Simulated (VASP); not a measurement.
# ScAl3N4 in VASP: a series of runs

ScAl3N4 is run at these levels: PBE; tasks: single point.

Program: VASP 6.6.1. These are calculated values, not measurements. Logs are shortened: lines on timing, memory, paths and dates and some standing lists are left out, and cuts for length are marked.

**1. The cell of the first run**

The structure is orthorhombic, space group Pmn2_1 (No. 31). Conventional cell: a = 6.478 Å, b = 5.613 Å, c = 5.066 Å, α = 90.00°, β = 90.00°, γ = 90.00°. Sc (site symmetry m) has 4 N at 2.08 to 2.17 Å within 2.7 Å. Al (site symmetry m) has 4 N at 1.89 to 1.94 Å within 2.5 Å. Within 2.5 Å of Al (site symmetry 1) lie 4 N at 1.90 to 1.95 Å. N (site symmetry m) has 3 Al at 1.91 Å and 1 Sc at 2.09 Å within 2.5 Å. N (site symmetry m) has 3 Al at 1.94 to 1.95 Å and 1 Sc at 2.17 Å within 2.6 Å. N (site symmetry 1) has 3 Al at 1.89 to 1.91 Å and 1 Sc at 2.08 Å within 2.5 Å.

**2. Single point, PBE**

Contents of INCAR:

```
PREC = Accurate
ENCUT = 520
EDIFF = 1E-6
ISMEAR = 0
SIGMA = 0.15
LREAL = Auto
LASPH = True
NELM = 80
ALGO = Normal
ISIF = 2
LWAVE = False
LCHARG = False
GGA = PE
NBANDS = 54
```

Contents of KPOINTS:

```
Automatic mesh
0
Gamma
  2 2 3
```

Contents of POSCAR:

```
ScAl3N4
1.0
    6.4775175087      0.0000000000      0.0000000000
    0.0000000000      5.6125218139      0.0000000000
    0.0000000000      0.0000000000      5.0656713744
Sc Al N
2 6 8
Direct
    0.0000000000      0.8368374052     -0.0090605909
    0.5000000000      0.1631625948      0.4909394091
    0.0000000000      0.1788988765      0.5049431625
    0.5000000000      0.8211011235      0.0049431625
    0.2502838475      0.3377670501      0.0044941800
    0.7502838475      0.6622329499      0.5044941800
    0.2497161525      0.6622329499      0.5044941800
    0.7497161525      0.3377670501      0.0044941800
    0.0000000000      0.1956910355      0.8811694678
    0.0000000000      0.8416353740      0.4187754450
    0.2343439423      0.3440678942      0.3800920778
    0.7656560577      0.3440678942      0.3800920778
    0.5000000000      0.8043089645      0.3811694678
    0.5000000000      0.1583646260      0.9187754450
    0.7343439423      0.6559321058      0.8800920778
    0.2656560577      0.6559321058      0.8800920778
```

Potentials or basis: VASP PAW PBE potentials, release 64 (Sc_sv, Al, N).

Run with:

```bash
$ cat potpaw_PBE.64/Sc_sv/POTCAR potpaw_PBE.64/Al/POTCAR potpaw_PBE.64/N/POTCAR > POTCAR
$ mpirun -np 1 vasp_std > vasp.out
```

OUTCAR:

```text
PREC = Accurate
   ENCUT = 520
   EDIFF = 1E-6
   ISMEAR = 0
   LREAL = Auto
   LASPH = True
   NELM = 80
   ISIF = 2
   GGA = PE

 ion  position               nearest neighbor table
   1  0.000  0.837  0.991-  15 2.08  16 2.08   9 2.09  10 2.17   6 3.11   7 3.11   3 3.12   7 3.22
                             6 3.22   3 3.24   5 3.24   8 3.24   4 3.24   4 3.24   5 3.25   8 3.25
   2  0.500  0.163  0.491-  11 2.08  12 2.08  13 2.09  14 2.17   5 3.11   8 3.11   4 3.12   8 3.22
                             5 3.22   4 3.24   7 3.24   6 3.24   3 3.24   3 3.24   7 3.25   6 3.25
   3  0.000  0.179  0.505-  11 1.89  12 1.89   9 1.91  10 1.94   1 3.12   5 3.13   8 3.13   5 3.14
                             8 3.14   7 3.16   6 3.16   1 3.24   2 3.24   2 3.24   7 3.32   6 3.32
   4  0.500  0.821  0.005-  15 1.89  16 1.89  13 1.91  14 1.94   2 3.12   6 3.13   7 3.13   6 3.14
                             7 3.14   5 3.16   8 3.16   2 3.24   1 3.24   1 3.24   5 3.32   8 3.32
   5  0.250  0.338  0.004-  16 1.90  11 1.91   9 1.91  14 1.95   2 3.11   7 3.12   7 3.12   3 3.13
                             3 3.14   4 3.16   2 3.22   8 3.24   1 3.24   8 3.24   1 3.25   4 3.32
   6  0.750  0.662  0.504-  12 1.90  15 1.91  13 1.91  10 1.95   1 3.11   8 3.12   8 3.12   4 3.13
                             4 3.14   3 3.16   1 3.22   7 3.24   2 3.24   7 3.24   2 3.25   3 3.32
   7  0.250  0.662  0.504-  11 1.90  16 1.91  13 1.91  10 1.95   1 3.11   5 3.12   5 3.12   4 3.13
                             4 3.14   3 3.16   1 3.22   6 3.24   2 3.24   6 3.24   2 3.25   3 3.32
   8  0.750  0.338  0.004-  15 1.90  12 1.91   9 1.91  14 1.95   2 3.11   6 3.12   6 3.12   3 3.13
                             3 3.14   4 3.16   2 3.22   5 3.24   1 3.24   5 3.24   1 3.25   4 3.32
   9  0.000  0.196  0.881-   3 1.91   5 1.91   8 1.91   1 2.09
  10  0.000  0.842  0.419-   3 1.94   6 1.95   7 1.95   1 2.17
  11  0.234  0.344  0.380-   3 1.89   7 1.90   5 1.91   2 2.08
  12  0.766  0.344  0.380-   3 1.89   6 1.90   8 1.91   2 2.08
  13  0.500  0.804  0.381-   4 1.91   6 1.91   7 1.91   2 2.09
  14  0.500  0.158  0.919-   4 1.94   5 1.95   8 1.95   2 2.17
  15  0.734  0.656  0.880-   4 1.89   8 1.90   6 1.91   1 2.08
  16  0.266  0.656  0.880-   4 1.89   5 1.90   7 1.91   1 2.08

  LATTYP: Found a simple orthorhombic cell.
 ALAT       =     5.0656713744
 B/A-ratio  =     1.1079522138
 C/A-ratio  =     1.2787085916

  Lattice vectors:

 A1 = (   0.0000000000,   0.0000000000,  -5.0656713744)
 A2 = (   0.0000000000,   5.6125218139,   0.0000000000)
 A3 = (   6.4775175087,   0.0000000000,   0.0000000000)

Analysis of symmetry for initial positions (statically):
=====================================================================
 Subroutine PRICEL returns:
 Original cell was already a primitive cell.

 Routine SETGRP: Setting up the symmetry group for a
 simple orthorhombic supercell.

 Subroutine GETGRP returns: Found  4 space group operations
 (whereof  2 operations were pure point group operations)
 out of a pool of  8 trial point group operations.

The static configuration has the point symmetry C_1h.
 The point group associated with its full space group is C_2v.

Analysis of symmetry for dynamics (positions and initial velocities):
=====================================================================
 Subroutine PRICEL returns:
 Original cell was already a primitive cell.

 Routine SETGRP: Setting up the symmetry group for a
 simple orthorhombic supercell.

 Subroutine GETGRP returns: Found  4 space group operations
 (whereof  2 operations were pure point group operations)
 out of a pool of  8 trial point group operations.

The dynamic configuration has the point symmetry C_1h.
 The point group associated with its full space group is C_2v.

 Subroutine INISYM returns: Found  4 space group operations
 (whereof  2 operations are pure point group operations),
 and found     1 'primitive' translations

----------------------------------------------------------------------------------------

[... 42 lines left out ...]
   TEBEG  =    0.0;   TEEND  =   0.0 temperature during run
   PSTRESS=    0.0 pullay stress
   NELECT =      80.0000    total number of electrons
   NUPDOWN=      -1.0000    fix difference up-down
   EMIN   =  10.00;   EMAX   =-10.00  energy-range for DOS
   EFERMI =   0.00;   METHOD = LEGACY
   ISMEAR =     0;   SIGMA  =   0.15  broadening in eV -4-tet -1-fermi 0-gaus
   EFERMI_NEDOS =   21; number of points for ismear=-14 and -15
   IALGO  =     38    algorithm
   IMIX   =      4    mixing-type and parameters
     AMIX     =   0.40;   BMIX     =  1.00
     AMIX_MAG =   1.60;   BMIX_MAG =  1.00
  volume/ion in A,a.u.               =      11.51        77.67
  Fermi-wavevector in a.u.,A,eV,Ry     =   1.239853  2.342983 20.915366  1.537236
  Thomas-Fermi vector in A             =   2.374319
   LORBIT       =      0    0 simple, 1 ext, 2 COOP (PROOUT), +10 PAW based schemes
   GGA     = PE    functional components
   LHFCALC =     F    Hartree Fock is set to
   AEXX    =    0.0000 exact exchange contribution
   IVDW    =     0    specifies the selected vdW correction
   LEPSILON=     F    determine dielectric tensor
   LRPA    =     F    only Hartree local field effects (RPA)
 non-spin polarized calculation
 Gauss-broadening in eV      SIGMA  =   0.15
  energy-cutoff  :      520.00
  volume of cell :      184.16
 maximum number of plane-waves:      4982
   NGX = 25   NGY = 21   NGZ = 19

 number of electron      79.9999994 magnetization

 Free energy of the ion-electron system (eV)
  ---------------------------------------------------
  ext. energy  EPLUGINS =         0.00000000
  ---------------------------------------------------
  free energy    TOTEN  =      -124.47980732 eV

  energy without entropy =     -124.47980732  energy(sigma->0) =     -124.47980732

 E-fermi :   5.5901     XC(G=0): -10.7484

 val. band max:        4.9396287037   @ k =   0.0000   0.0000   0.0000
 cond. band min:       8.6217273459   @ k =   0.0000   0.0000   0.0000
 fundamental gap:      3.6820986422
 Fermi energy:         5.5900668015

 k-point     1 :       0.0000    0.0000    0.0000
  band No.  band energies     occupation
      1     -42.1932      2.00000
      2     -42.1926      2.00000
      3     -20.9539      2.00000
      4     -20.9433      2.00000
      5     -20.9351      2.00000
      6     -20.9302      2.00000
[... 429 lines left out ...]
     51      11.8814      0.00000
     52      11.8814      0.00000
 [bands above 52 left out]

------------------------ aborting loop because EDIFF is reached ----------------------------------------

  FORCE on cell =-STRESS in cart. coord.  units (eV):
  Direction    XX          YY          ZZ          XY          YZ          ZX
  --------------------------------------------------------------------------------------
  -------------------------------------------------------------------------------------
  Total        0.1533449      0.0515772      0.0705604      0.0000000      0.0000000      0.0000000
  in kB        1.3340627      0.4487086      0.6138581      0.0000000      0.0000000      0.0000000
  external PRESSURE =       0.7988765 kB  Pullay stress =       0.0000000 kB

 VOLUME and BASIS-vectors are now :
 -----------------------------------------------------------------------------
  energy-cutoff  :      520.00
  volume of cell :      184.16
      direct lattice vectors                 reciprocal lattice vectors
     6.477517509  0.000000000  0.000000000     0.154380131  0.000000000  0.000000000
     0.000000000  5.612521814  0.000000000     0.000000000  0.178173027  0.000000000
     0.000000000  0.000000000  5.065671374     0.000000000  0.000000000  0.197407200

 POSITION                                       TOTAL-FORCE (eV/Angst)
 -----------------------------------------------------------------------------------
      0.00000      4.69677      5.01977         0.000000      0.002312      0.013908
      3.23876      0.91575      2.48694         0.000000     -0.002312      0.013908
      0.00000      1.00407      2.55788         0.000000      0.002659     -0.003067
      3.23876      4.60845      0.02504         0.000000     -0.002659     -0.003067
      1.62122      1.89572      0.02277         0.005805      0.006400      0.000598
      4.85998      3.71680      2.55560         0.005805     -0.006400      0.000598
[... 8 lines left out ...]
      4.75673      3.68143      4.45826        -0.063720     -0.032993     -0.018644
      1.72079      3.68143      4.45826         0.063720     -0.032993     -0.018644
 -----------------------------------------------------------------------------------
    total drift:                                0.000000     -0.000000      0.011380

  FREE ENERGIE OF THE ION-ELECTRON SYSTEM (eV)
  ---------------------------------------------------
  free  energy   TOTEN  =      -124.4798073163 eV

  energy  without entropy=     -124.4798073162  energy(sigma->0) =     -124.47980732
```

It took 5.1 min on 1 thread of AMD EPYC 7R13 (Zen 3), shared host; peak memory 0.25 GiB.

Results:

```yaml
Free_energy: -124.4798 eV
Pressure: 0.1 GPa
Largest_force: 0.074 eV/Å
Band_gap_on_the_k_mesh: 3.68 eV, direct
```

Forces on the atoms (eV/Å):
```
Sc   0.000  0.002  0.014
Sc   0.000 -0.002  0.014
Al   0.000  0.003 -0.003
Al   0.000 -0.003 -0.003
Al   0.006  0.006  0.001
Al   0.006 -0.006  0.001
Al  -0.006 -0.006  0.001
Al  -0.006  0.006  0.001
N    0.000  0.059 -0.017
N    0.000 -0.004  0.043
N   -0.064  0.033 -0.019
N    0.064  0.033 -0.019
N    0.000 -0.059 -0.017
N    0.000  0.004  0.043
N   -0.064 -0.033 -0.019
N    0.064 -0.033 -0.019
```

Levels at points of the mesh, in eV from the valence-band top:
| k point | band 36 | band 37 | band 38 | band 39 | band 40 | band 41 | band 42 | band 43 | band 44 | band 45 |
| --- | --- | --- | --- | --- | --- | --- | --- | --- | --- | --- |
| (0.00, 0.00, 0.00) | -0.55 | -0.50 | -0.47 | -0.27 | 0.00 | 3.68 | 4.14 | 4.14 | 4.16 | 4.75 |
| (0.50, 0.00, 0.00) | -0.64 | -0.45 | -0.45 | -0.06 | -0.06 | 3.94 | 3.94 | 4.84 | 4.84 | 5.10 |
| (0.00, 0.50, 0.00) | -0.40 | -0.29 | -0.28 | -0.21 | -0.07 | 4.01 | 4.33 | 4.36 | 4.48 | 4.62 |
| (0.50, 0.50, 0.00) | -0.57 | -0.25 | -0.25 | -0.11 | -0.11 | 4.33 | 4.33 | 4.72 | 4.72 | 4.88 |

Caveat: the k points lie up to 0.56 Å⁻¹ apart.

**3. Single point, PBE**

Contents of INCAR:

```
SYSTEM = ScAl3N4
PREC = Accurate
ENCUT = 520
EDIFF = 1E-6
ISMEAR = 0
SIGMA = 0.1
LREAL = Auto
LASPH = .TRUE.
NELM = 100
ALGO = Normal
ISIF = 2
LWAVE = .FALSE.
LCHARG = .FALSE.
GGA = PE
NBANDS = 54
```

Contents of KPOINTS:

```
Automatic mesh
0
G
  4 4 2
  0 0 0
```

Contents of POSCAR:

```
ScAl3N4
1.0
    0.0000000000      0.0000000000     -5.0646774199
    0.0000000000     -5.6099080262      0.0000000000
   -6.4831549946      0.0000000000      0.0000000000
Sc Al N
2 6 8
Direct
    0.0091752020      0.1634312684      1.0000000000
    0.5091752020      0.8365687316      0.5000000000
    0.4951104282      0.8212189560      1.0000000000
    0.9951104282      0.1787810440      0.5000000000
    0.9954886009      0.6622238626      0.7497057061
    0.4954886009      0.3377761374      0.2497057061
    0.4954886009      0.3377761374      0.7502942939
    0.9954886009      0.6622238626      0.2502942939
    0.1186877613      0.8043605191      0.0000000000
    0.5813547520      0.1586205597      1.0000000000
    0.6198473273      0.6560093785      0.7658651568
    0.6198473273      0.6560093785      0.2341348432
    0.6186877613      0.1956394809      0.5000000000
    0.0813547520      0.8413794403      0.5000000000
    0.1198473273      0.3439906215      0.2658651568
    0.1198473273      0.3439906215      0.7341348432
```

Potentials or basis: VASP PAW PBE potentials, release 64 (Sc_sv, Al, N).

Run with:

```bash
$ cat potpaw_PBE.64/Sc_sv/POTCAR potpaw_PBE.64/Al/POTCAR potpaw_PBE.64/N/POTCAR > POTCAR
$ mpirun -np 1 vasp_std > vasp.out
```

Wall time 13 min (1 thread of AMD EPYC 7R13 (Zen 3), shared host); peak memory 0.29 GiB.

The run converged. Its results:

```
Free energy            : -124.5012 eV
Pressure               : 0.0 GPa
Largest force          : 0.074 eV/Å
Band gap on the k mesh : 3.68 eV, direct
```

Forces in eV/Å, atoms in the order of the input:
```
Sc   0.000  0.003  0.008
Sc   0.000 -0.003  0.008
Al   0.000 -0.001 -0.002
Al   0.000  0.001 -0.002
Al  -0.001 -0.004 -0.001
Al  -0.001  0.004 -0.001
Al   0.001  0.004 -0.001
Al   0.001 -0.004 -0.001
N    0.000  0.072 -0.016
N    0.000 -0.002  0.047
N   -0.052  0.032 -0.018
N    0.052  0.032 -0.018
N    0.000 -0.072 -0.016
N    0.000  0.002  0.047
N   -0.052 -0.032 -0.018
N    0.052 -0.032 -0.018
```

Levels at points of the mesh, in eV from the valence-band top:
```
           k point  band 36  band 37  band 38  band 39  band 40  band 41  band 42  band 43  band 44  band 45
(0.00, 0.00, 0.00)    -0.55    -0.50    -0.47    -0.27     0.00     3.68     4.13     4.14     4.16     4.75
(0.50, 0.00, 0.00)    -0.60    -0.44    -0.44    -0.40    -0.40     4.28     4.28     4.79     4.79     4.91
(0.00, 0.50, 0.00)    -0.40    -0.29    -0.28    -0.21    -0.07     4.01     4.32     4.36     4.48     4.62
(0.50, 0.50, 0.00)    -0.78    -0.54    -0.54    -0.32    -0.32     4.58     4.58     4.80     4.80     4.90
(0.00, 0.00, 0.50)    -0.64    -0.45    -0.45    -0.07    -0.07     3.94     3.94     4.84     4.84     5.10
(0.50, 0.00, 0.50)    -0.63    -0.49    -0.49    -0.18    -0.18     4.65     4.65     4.90     4.90     5.06
(0.00, 0.50, 0.50)    -0.57    -0.25    -0.25    -0.11    -0.11     4.33     4.33     4.71     4.71     4.88
(0.50, 0.50, 0.50)    -0.76    -0.35    -0.35    -0.22    -0.22     4.61     4.61     4.81     4.81     5.02
```

Caveat: the k points lie up to 0.48 Å⁻¹ apart. A k mesh can miss the band edges.

**4. Single point, PBE**

Edit INCAR of step 3 so:

```diff
@@ -3,3 +3,3 @@
 ENCUT = 520
-EDIFF = 1E-6
+EDIFF = 1E-7
 ISMEAR = 0
@@ -8,3 +8,3 @@
 LASPH = .TRUE.
-NELM = 100
+NELM = 60
 ALGO = Normal
```

Contents of KPOINTS:

```
regular mesh
0
G
  4 4 2
  0 0 0
```

Contents of POSCAR:

```
ScAl3N4
1.0
    0.0024232215     -0.0005196971     -5.0623192856
   -0.0013663925     -5.6104359586     -0.0005780473
   -6.4839707072     -0.0015472086      0.0030453197
Sc Al N
2 6 8
Direct
    0.0093113376      0.1634493998      1.0000447782
    0.5093483588      0.8365721519      0.4998664847
    0.4951789591      0.8211784528      0.9999154518
    0.9951134850      0.1788087353      0.5000355884
    0.9956219989      0.6623428972      0.7496676661
    0.4956323263      0.3376933066      0.2497134830
    0.4955512100      0.3376844314      0.7503284335
    0.9956211002      0.6623165559      0.2502746213
    0.1186566769      0.8041889352     -0.0000296418
    0.5811286758      0.1586265500      1.0000922713
    0.6197453413      0.6559656544      0.7658708923
    0.6198115196      0.6559102033      0.2340902560
    0.6186235200      0.1958314998      0.5001209411
    0.0811439609      0.8413640737      0.4999388732
    0.1197849027      0.3440251669      0.2659401273
    0.1197266270      0.3440419856      0.7341297736
```

Run with:

```bash
$ cat potpaw_PBE.64/Sc_sv/POTCAR potpaw_PBE.64/Al/POTCAR potpaw_PBE.64/N/POTCAR > POTCAR
$ mpirun -np 1 vasp_std > vasp.out
```

It took 11 min on 1 thread of AMD EPYC 7R13 (Zen 3), shared host; peak memory 0.3 GiB.

The run converged. Its results:

| Property | Result |
| --- | --- |
| Free energy | -124.5013 eV |
| Pressure | 0.1 GPa |
| Largest force | 0.058 eV/Å |
| Band gap on the k mesh | 3.67 eV, direct |

Forces in eV/Å, atoms in the order of the input:
```
Sc   0.002  0.003  0.005
Sc   0.000 -0.004  0.007
Al   0.000  0.002  0.000
Al   0.002 -0.005 -0.003
Al  -0.001  0.010  0.008
Al  -0.001 -0.008  0.009
Al   0.005 -0.009  0.006
Al   0.003  0.010  0.007
N    0.000  0.053 -0.015
N   -0.002  0.006  0.035
N   -0.049  0.024 -0.020
N    0.047  0.026 -0.019
N   -0.002 -0.051 -0.016
N   -0.003 -0.005  0.036
N   -0.047 -0.026 -0.019
N    0.047 -0.026 -0.021
```

Stress tensor (GPa, compression positive):
```
 0.09 -0.04  0.09
-0.04  0.01 -0.02
 0.09 -0.02  0.11
```

Levels at points of the mesh, in eV from the valence-band top:
| k point | band 37 | band 38 | band 39 | band 40 | band 41 | band 42 | band 43 | band 44 |
| --- | --- | --- | --- | --- | --- | --- | --- | --- |
| (0.00, 0.00, 0.00) | -0.51 | -0.48 | -0.27 | 0.00 | 3.67 | 4.12 | 4.14 | 4.15 |
| (0.50, 0.00, 0.00) | -0.44 | -0.44 | -0.41 | -0.41 | 4.27 | 4.27 | 4.78 | 4.78 |
| (0.00, 0.50, 0.00) | -0.29 | -0.28 | -0.22 | -0.07 | 4.00 | 4.32 | 4.36 | 4.47 |
| (0.50, 0.50, 0.00) | -0.54 | -0.54 | -0.32 | -0.32 | 4.57 | 4.57 | 4.79 | 4.79 |
| (0.00, 0.00, 0.50) | -0.45 | -0.45 | -0.07 | -0.07 | 3.92 | 3.93 | 4.83 | 4.83 |
| (0.50, 0.00, 0.50) | -0.50 | -0.49 | -0.19 | -0.19 | 4.64 | 4.64 | 4.89 | 4.89 |
| (0.00, 0.50, 0.50) | -0.26 | -0.26 | -0.12 | -0.12 | 4.32 | 4.32 | 4.70 | 4.70 |
| (0.50, 0.50, 0.50) | -0.36 | -0.36 | -0.23 | -0.22 | 4.60 | 4.60 | 4.80 | 4.80 |

Caveat: the k points lie up to 0.48 Å⁻¹ apart. As with any semilocal functional, this PBE gap is likely too small.

**5. Overview**

| cell | k mesh | smearing | gap on the mesh (eV) | pressure (GPa) | largest force (eV/Å) |
| --- | --- | --- | --- | --- | --- |
| a = 6.478, b = 5.613, c = 5.066 Å, 16 atoms | 2 × 2 × 3 | gaussian 0.15 eV | 3.68 | 0.1 | 0.07 |
| a = 5.065, b = 5.610, c = 6.483 Å, 16 atoms | 4 × 4 × 2 | gaussian 0.1 eV | 3.68 | 0.0 | 0.07 |
| a = 5.062, b = 5.610, c = 6.484 Å, angles 90.0, 90.1, 90.0°, 16 atoms | 4 × 4 × 2 | gaussian 0.1 eV | 3.67 | 0.1 | 0.06 |

Alike in all rows: task single point; level PBE; potentials or basis VASP PAW PBE potentials, release 64 (Sc_sv, Al, N); no spin polarisation; cutoff (eV) 520.

Caveats: all runs use coarse meshes.

Absolute energies hang on the potentials; compare differences alone.
